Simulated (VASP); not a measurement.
# WS2 (Tungstenite) (P6_3/mmc) in VASP: notebook

The runs below take WS2 (Tungstenite) through single point, with PBEsol.

Everything below comes from runs of VASP 6.6.1. Logs are shortened: lines on timing, memory, paths and dates and some standing lists are left out, and cuts for length are marked.

## Step 1: The cell of the first run

It takes space group P6_3/mmc (No. 194, hexagonal). Conventional cell: a = 3.146 Å, b = 3.146 Å, c = 12.693 Å, α = 90.00°, β = 90.00°, γ = 120.00°. Within 3.2 Å of W (site symmetry -6m2) lie 6 S at 2.40 Å and 6 W at 3.15 Å. Within 3.2 Å of S (site symmetry 3m) lie 3 W at 2.40 Å and 7 S at 3.14 to 3.15 Å.

## Step 2: Single point, PBEsol

INCAR reads:

```
PREC = Accurate
ENCUT = 520
EDIFF = 1E-6
ISMEAR = 0
SIGMA = 0.01
LREAL = F
LASPH = T
NELM = 80
ALGO = Normal
ISIF = 2
LWAVE = F
LCHARG = F
GGA = PS
NBANDS = 35
```

KPOINTS reads:

```
Automatic mesh
0
Gamma
  8 8 2
```

POSCAR reads:

```
WS2
1.0
    3.1461701611      0.0000000000      0.0000000000
   -1.5730850806      2.7246632841      0.0000000000
    0.0000000000      0.0000000000     12.6934734161
W S
2 4
Direct
    0.3333333333      0.6666666667      0.2500000000
    0.6666666667      0.3333333333      0.7500000000
    0.3333333333      0.6666666667      0.6265002607
    0.6666666667      0.3333333333      0.1265002607
    0.3333333333      0.6666666667      0.8734997393
    0.6666666667      0.3333333333      0.3734997393
```

Potentials or basis: VASP PAW PBE potentials, release 64 (W_sv, S).

Started as:

```console
$ cat potpaw_PBE.64/W_sv/POTCAR potpaw_PBE.64/S/POTCAR > POTCAR
$ mpirun -np 1 vasp_std > vasp.out
```

OUTCAR:

```text
PREC = Accurate
   ENCUT = 520
   EDIFF = 1E-6
   ISMEAR = 0
   LREAL = F
   LASPH = T
   NELM = 80
   ISIF = 2
   GGA = PS

 ion  position               nearest neighbor table
   1  0.333  0.667  0.250-   4 2.40   6 2.40   4 2.40   6 2.40   4 2.40   6 2.40
   2  0.667  0.333  0.750-   3 2.40   5 2.40   3 2.40   5 2.40   3 2.40   5 2.40
   3  0.333  0.667  0.627-   2 2.40   2 2.40   2 2.40
   4  0.667  0.333  0.127-   1 2.40   1 2.40   1 2.40
   5  0.333  0.667  0.873-   2 2.40   2 2.40   2 2.40
   6  0.667  0.333  0.373-   1 2.40   1 2.40   1 2.40

  LATTYP: Found a hexagonal cell.
 ALAT       =     3.1461701611
 C/A-ratio  =     4.0345794303

  Lattice vectors:

 A1 = (   3.1461701611,   0.0000000000,   0.0000000000)
 A2 = (  -1.5730850806,   2.7246632841,   0.0000000000)
 A3 = (   0.0000000000,   0.0000000000,  12.6934734161)

Analysis of symmetry for initial positions (statically):
=====================================================================
 Subroutine PRICEL returns:
 Original cell was already a primitive cell.

 Routine SETGRP: Setting up the symmetry group for a
 hexagonal supercell.

 Subroutine GETGRP returns: Found 24 space group operations
 (whereof 12 operations were pure point group operations)
 out of a pool of 24 trial point group operations.

The static configuration has the point symmetry D_3d.
 The point group associated with its full space group is D_6h.

Analysis of symmetry for dynamics (positions and initial velocities):
=====================================================================
 Subroutine PRICEL returns:
 Original cell was already a primitive cell.

 Routine SETGRP: Setting up the symmetry group for a
 hexagonal supercell.

 Subroutine GETGRP returns: Found 24 space group operations
 (whereof 12 operations were pure point group operations)
 out of a pool of 24 trial point group operations.

The dynamic configuration has the point symmetry D_3d.
 The point group associated with its full space group is D_6h.

 Subroutine INISYM returns: Found 24 space group operations
 (whereof 12 operations are pure point group operations),
 and found     1 'primitive' translations

----------------------------------------------------------------------------------------

                                     Primitive cell

  volume of cell :     108.8117

[... 85 lines left out ...]
   ISPIN  =      1    spin polarized calculation?
   LNONCOLLINEAR =      F non collinear calculations
   LSORBIT =      F    spin-orbit coupling
   LASPH  =      T    aspherical Exc in radial PAW
   ENCUT  =  520.0 eV  38.22 Ry    6.18 a.u.   5.85  5.85 23.60*2*pi/ulx,y,z
   NELM   =     80;   NELMIN=  2; NELMDL= -5     # of ELM steps
   EDIFF  = 0.1E-05   stopping-criterion for ELM
   LREAL  =      F    real-space projection
[... 7 lines left out ...]
   TEBEG  =    0.0;   TEEND  =   0.0 temperature during run
   PSTRESS=    0.0 pullay stress
   NELECT =      52.0000    total number of electrons
   NUPDOWN=      -1.0000    fix difference up-down
   EMIN   =  10.00;   EMAX   =-10.00  energy-range for DOS
   EFERMI =   0.00;   METHOD = LEGACY
   ISMEAR =     0;   SIGMA  =   0.01  broadening in eV -4-tet -1-fermi 0-gaus
   EFERMI_NEDOS =   21; number of points for ismear=-14 and -15
   IALGO  =     38    algorithm
   IMIX   =      4    mixing-type and parameters
     AMIX     =   0.40;   BMIX     =  1.00
     AMIX_MAG =   1.60;   BMIX_MAG =  1.00
  volume/ion in A,a.u.               =      18.14       122.38
  Fermi-wavevector in a.u.,A,eV,Ry     =   1.279924  2.418705 22.289130  1.638205
  Thomas-Fermi vector in A             =   2.412381
   LORBIT       =      0    0 simple, 1 ext, 2 COOP (PROOUT), +10 PAW based schemes
   GGA     = PS    functional components
   LHFCALC =     F    Hartree Fock is set to
   AEXX    =    0.0000 exact exchange contribution
   IVDW    =     0    specifies the selected vdW correction
   LEPSILON=     F    determine dielectric tensor
   LRPA    =     F    only Hartree local field effects (RPA)
 non-spin polarized calculation
 Gauss-broadening in eV      SIGMA  =   0.01
  energy-cutoff  :      520.00
  volume of cell :      108.81
 maximum number of plane-waves:      2957
 NGX is ok and might be reduce to    24
   NGX = 11   NGY = 11   NGZ = 47

 number of electron      51.9999990 magnetization

 Free energy of the ion-electron system (eV)
  ---------------------------------------------------
  ext. energy  EPLUGINS =         0.00000000
  ---------------------------------------------------
  free energy    TOTEN  =       -50.55372116 eV

  energy without entropy =      -50.55372116  energy(sigma->0) =      -50.55372116

 E-fermi :   7.0631     XC(G=0): -10.9432

 val. band max:        6.9681070513   @ k =   0.0000   0.0000   0.0000
 cond. band min:       8.2364299059   @ k =   0.2500   0.1250   0.0000
 fundamental gap:      1.2683228546
 Fermi energy:         7.0631038133

 k-point     1 :       0.0000    0.0000    0.0000
  band No.  band energies     occupation
      1     -67.4538      2.00000
      2     -67.4537      2.00000
      3     -31.7316      2.00000
      4     -31.7315      2.00000
      5     -31.5377      2.00000
      6     -31.5377      2.00000
[... 749 lines left out ...]
     34      11.8530      0.00000
     35      12.9957      0.00000

------------------------ aborting loop because EDIFF is reached ----------------------------------------

  FORCE on cell =-STRESS in cart. coord.  units (eV):
  Direction    XX          YY          ZZ          XY          YZ          ZX
  --------------------------------------------------------------------------------------
  -------------------------------------------------------------------------------------
  Total        0.0712191      0.0712191      0.0970907     -0.0000000      0.0000000      0.0000000
  in kB        1.0486527      1.0486527      1.4295938     -0.0000000      0.0000000      0.0000000
  external PRESSURE =       1.1756331 kB  Pullay stress =       0.0000000 kB

 VOLUME and BASIS-vectors are now :
 -----------------------------------------------------------------------------
  energy-cutoff  :      520.00
  volume of cell :      108.81
      direct lattice vectors                 reciprocal lattice vectors
     3.146170161  0.000000000  0.000000000     0.317846763  0.183508914  0.000000000
    -1.573085081  2.724663284  0.000000000     0.000000000  0.367017828  0.000000000
     0.000000000  0.000000000 12.693473416     0.000000000  0.000000000  0.078780643

 POSITION                                       TOTAL-FORCE (eV/Angst)
 -----------------------------------------------------------------------------------
     -0.00000      1.81644      3.17337        -0.000000     -0.000000     -0.000000
      1.57309      0.90822      9.52011         0.000000     -0.000000     -0.000000
     -0.00000      1.81644      7.95246         0.000000     -0.000000     -0.019244
      1.57309      0.90822      1.60573         0.000000      0.000000     -0.019244
     -0.00000      1.81644     11.08775        -0.000000     -0.000000      0.019244
      1.57309      0.90822      4.74101        -0.000000      0.000000      0.019244
 -----------------------------------------------------------------------------------
    total drift:                               -0.000000      0.000000     -0.000000

  FREE ENERGIE OF THE ION-ELECTRON SYSTEM (eV)
  ---------------------------------------------------
  free  energy   TOTEN  =       -50.5537211571 eV

  energy  without entropy=      -50.5537211571  energy(sigma->0) =      -50.55372116
```

stdout:

```text
POSCAR found type information on POSCAR W S
 POSCAR found :  2 types and       6 ions
 scaLAPACK will be used
 -----------------------------------------------------------------------------
|                                                                             |
|                                                                             |
|     You enforced a specific xc type in the INCAR file but a different       |
|     I HOPE YOU KNOW WHAT YOU ARE DOING!                                     |
|                                                                             |
 -----------------------------------------------------------------------------

 LDA part: xc-table for (Slater+PW92), standard interpolation
 POSCAR, INCAR and KPOINTS ok, starting setup
 FFT: planning ... GRIDC
 FFT: planning ... GRID_SOFT
 FFT: planning ... GRID
 WAVECAR not read
 entering main loop
```

Run time: 29 s. Hardware: 1 thread of Intel Xeon 6975P-C (Granite Rapids), shared host; peak memory 0.24 GiB.

Results:

* Free energy: -50.5537 eV
* Pressure: 0.1 GPa
* Largest force: 0.019 eV/Å
* Band gap on the k mesh: 1.27 eV, indirect (least direct gap 2.32 eV)

Forces on the atoms (eV/Å):
```
W    0.000  0.000  0.000
W    0.000  0.000  0.000
S    0.000  0.000 -0.019
S    0.000  0.000 -0.019
S    0.000  0.000  0.019
S    0.000  0.000  0.019
```

Caveat: the PAW data sets were made with another functional, which shifts forces and pressure a little; spin-orbit coupling is left out, which moves the levels of the heavy elements; this functional lacks dispersion, which binds the layers, so the pressure and a relaxed spacing across them are unreliable.

## Step 3: Single point, PBEsol

INCAR reads:

```
SYSTEM = WS2
ALGO     = Normal         ! electronic algorithm
EDIFF    = 1E-6           ! SCF threshold, eV
ENCUT    = 520            ! plane-wave cutoff, eV
GGA      = PS             ! functional
ISIF     = 2              ! what is computed and relaxed
ISMEAR   = -1             ! smearing method
LASPH    = .True.         ! aspherical terms in the spheres
LCHARG   = .False.        ! write CHGCAR
LREAL    = .False.        ! projectors in reciprocal space
LWAVE    = .False.        ! write WAVECAR
NBANDS   = 35             ! bands
NELM     = 60             ! most SCF steps
PREC     = Accurate       ! precision mode
SIGMA    = 0.1            ! smearing width, eV
```

KPOINTS reads:

```
k-points
0
Gamma
  12 12 4
  0 0 0
```

Changes to POSCAR since step 2:

```diff
@@ -3,3 +3,3 @@
     3.1461701611      0.0000000000      0.0000000000
-   -1.5730850806      2.7246632841      0.0000000000
+   -1.5730850805      2.7246632841      0.0000000000
     0.0000000000      0.0000000000     12.6934734161
```

Potentials or basis: VASP PAW PBE potentials, release 64 (W_sv, S).

Started as:

```console
$ cat potpaw_PBE.64/W_sv/POTCAR potpaw_PBE.64/S/POTCAR > POTCAR
$ mpirun -np 1 vasp_std > vasp.out
```

Run time: 98 s. Hardware: 1 thread of Intel Xeon 6975P-C (Granite Rapids), shared host; peak memory 0.32 GiB.

Results (log left out):

- Free energy: -50.5541 eV
- Pressure: 0.1 GPa
- Largest force: 0.019 eV/Å
- Band gap on the k mesh: 1.11 eV, indirect (least direct gap 1.87 eV)

Forces on the atoms (eV/Å):
```
W    0.000  0.000  0.000
W    0.000  0.000  0.000
S    0.000  0.000 -0.019
S    0.000  0.000 -0.019
S    0.000  0.000  0.019
S    0.000  0.000  0.019
```

Levels at points of the mesh, in eV from the valence-band top:
```tsv
k point	band 22	band 23	band 24	band 25	band 26	band 27	band 28	band 29	band 30	band 31
(0.00, 0.00, 0.00)	-2.07	-2.07	-1.64	-1.12	0.00	2.46	2.46	2.47	2.47	2.58
(0.50, 0.00, 0.00)	-2.67	-1.78	-1.64	-1.57	-1.45	2.47	2.51	2.75	3.03	3.25
(0.00, 0.00, 0.50)	-2.09	-2.09	-2.09	-0.33	-0.33	2.46	2.46	2.46	2.46	2.64
(0.50, 0.00, 0.50)	-2.76	-1.71	-1.71	-1.50	-1.50	2.49	2.49	2.91	2.91	3.53
```

Caveat: the PAW data sets were made with another functional, which shifts forces and pressure a little; spin-orbit coupling is left out, which moves the levels of the heavy elements; this functional lacks dispersion, which binds the layers, so the pressure and a relaxed spacing across them are unreliable. A k mesh can miss the band edges.
